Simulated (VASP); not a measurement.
## HfC: single point with PBE

HfC:

```
Hf C
1.0
     0.00000    2.45443    2.08626
     2.45443    0.00000    2.08626
     2.45443    2.45443    0.00000
Hf C
1 1
Cartesian
  2.4544 2.4544 2.0863
  0.0000 0.0000 0.0000
```

This cell differs from its parent crystal: ratio of the length along z to the lengths across it x 0.85, volume and fractional coordinates fixed.

- Program: VASP 6.6.1
- Task: single point
- Functional: PBE
- Potentials or basis: VASP PAW PBE potentials, release 64 (Hf_pv, C)
- Cutoff: 520 eV
- k mesh: 20 × 20 × 20
- Occupations: gaussian, width 0.15 eV
- Spin: no spin polarisation
- Dipole correction: no
- Further INCAR settings: ALGO = Normal; EDIFF = 1e-06; NBANDS = 14

```json
{
  "Pressure": "12.2 GPa",
  "Band gap on the k mesh": "zero (band 7 reaches 6.96 eV, above the bottom of band 8 at 4.67 eV)"
}
```

Stress tensor (GPa, compression positive):
```
-16.67   0.00   0.00
  0.00 -16.67   0.00
  0.00   0.00  70.04
```

Levels at points of the mesh, in eV from the Fermi level:
```
           k point  band 5  band 6  band 7  band 8  band 9  band 10
(0.00, 0.00, 0.00)    0.59    0.59    0.91    0.91    1.69     2.24
(0.50, 0.00, 0.00)   -6.23   -3.43   -3.26    4.49    6.23     6.23
(0.50, 0.50, 0.00)   -2.12   -1.17   -0.83   -0.83    5.48     6.46
(0.50, 0.00, 0.50)   -3.19   -1.58   -0.17    0.77    4.10     5.71
```

It took 5.4 min on 1 thread of AMD EPYC 7R43 64-Core Processor (Zen 3) (shared host), peak memory 0.31 GiB.

Caveat: spin-orbit coupling is left out, which moves the levels of the heavy elements.
